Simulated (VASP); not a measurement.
Set up this calculation in VASP 6.6.1, as the native input.

```yaml
Task: single point
Functional: PBEsol
Potentials_or_basis: VASP PAW PBE potentials, release 64 (Cu)
Cutoff: 520 eV
k_mesh: 10 × 10 × 6
Occupations: fermi-dirac, width 0.15 eV
Spin: no spin polarisation
Dipole_correction: no
Further_INCAR_settings: ALGO = Normal; EDIFF = 1e-06; NBANDS = 18
```

The structure of Cu lies in POSCAR:

```
Cu
1.0
    2.5340966700      0.0000000000      0.0000000000
   -1.2670483300      2.1945920900      0.0000000000
    0.0000000000      0.0000000000      4.1125710000
Cu
2
Direct
    0.3333333333      0.6666666667      0.2500000000
    0.6666666667      0.3333333333      0.7500000000
```

These files were run (other wordings do the same):

INCAR

```
SYSTEM = Cu
PREC     = Accurate       ! precision mode
ENCUT    = 520            ! plane-wave cutoff, eV
EDIFF    = 1E-6           ! SCF threshold, eV
ISMEAR   = -1             ! smearing method
SIGMA    = 0.15           ! smearing width, eV
LREAL    = .FALSE.        ! projectors in reciprocal space
LASPH    = .TRUE.         ! aspherical terms in the spheres
NELM     = 60             ! most SCF steps
ALGO     = Normal         ! electronic algorithm
ISIF     = 2              ! what is computed and relaxed
LWAVE    = .FALSE.        ! write WAVECAR
LCHARG   = .FALSE.        ! write CHGCAR
GGA      = PS             ! functional
NBANDS   = 18             ! bands
```

KPOINTS

```
regular mesh
0
G
  10 10 6
  0 0 0
```

Potentials or basis: VASP PAW PBE potentials, release 64 (Cu).

Command:

```sh
$ cat potpaw_PBE.64/Cu/POTCAR > POTCAR
$ mpirun -np 1 vasp_std > vasp.out
```

Results of the run:

```json
{
 "Pressure": "-0.6 GPa",
 "Band gap on the k mesh": "zero (band 11 reaches 10.89 eV, above the bottom of band 12 at 5.81 eV)"
}
```

Caveat: the PAW data sets were made with another functional, which shifts forces and pressure a little.

Wall time 12 s on 1 thread of Intel(R) Xeon(R) Platinum 8488C (Sapphire Rapids), on a shared host, peak memory 0.14 GiB.
